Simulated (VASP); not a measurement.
Write the native input for VASP 6.6.1 that does the following.

| Item | Value |
| --- | --- |
| Task | single point |
| Functional | PBE |
| Potentials or basis | VASP PAW PBE potentials, release 64 (Al, Li_sv) |
| Cutoff | 520 eV |
| k mesh | 3 × 4 × 1 |
| Occupations | gaussian, width 0.05 eV |
| Spin | no spin polarisation |
| Dipole correction | no |
| Further INCAR settings | LREAL = Auto; ALGO = Normal; EDIFF = 1e-06; NBANDS = 40 |

The structure of LiAl16 lies in POSCAR:

```
LiAl16
1.0
    8.1000000000      0.0000000000      0.0000000000
    0.0000000000      5.7275650000      0.0000000000
    0.0000000000      0.0000000000     16.2956740000
Al Li
16 1
Direct
    0.2500000000      0.2499999564      0.0613659797
    0.7500000000      0.2499999564      0.0613659797
    0.2500000000      0.7500000436      0.0613659797
    0.7500000000      0.7500000436      0.0613659797
    0.0027918519     -0.0005367028      0.1433433806
    0.5019350617     -0.0005855892      0.1432554431
    0.0027914815      0.5005373138      0.1433435647
    0.5019355556      0.5005858511      0.1432553204
    0.2570879012      0.2500003055      0.2331424892
    0.7566607407      0.2500003055      0.2383726503
    0.2572265432      0.7499991707      0.2353867658
    0.7566195062      0.7500009166      0.2387651471
    0.0112262963     -0.0023641809      0.3196986513
    0.5063293827     -0.0027311781      0.3199806894
    0.0112253086      0.5023649666      0.3196986513
    0.5063303704      0.5027316146      0.3199803212
    0.2586624691      0.2500064163      0.4060371483
```

One way to write it, as run:

INCAR

```
PREC     = Accurate       # precision mode
ENCUT    = 520            # plane-wave cutoff, eV
EDIFF    = 1E-6           # SCF threshold, eV
ISMEAR   = 0              # smearing method
SIGMA    = 0.05           # smearing width, eV
LREAL    = Auto         
LASPH    = T              # aspherical terms in the spheres
NELM     = 80             # most SCF steps
ALGO     = Normal         # electronic algorithm
ISIF     = 2              # what is computed and relaxed
LWAVE    = F              # write WAVECAR
LCHARG   = F              # write CHGCAR
GGA      = PE             # functional
NBANDS   = 40             # bands
```

KPOINTS

```
Automatic mesh
0
Gamma
  3 4 1
```

Potentials or basis: VASP PAW PBE potentials, release 64 (Al, Li_sv).

Launch:

```bash
$ cat potpaw_PBE.64/Al/POTCAR potpaw_PBE.64/Li_sv/POTCAR > POTCAR
$ mpirun -np 1 vasp_std > vasp.out
```

Results of the run:

```json
{"Largest force": "0.104 eV/Å", "Band gap on the k mesh": "zero (an odd number of electrons rules out a gap without spin polarisation)"}
```

Run time: 9.6 min on 1 thread of Intel Xeon 8259CL (shared host), peak memory 0.74 GiB.
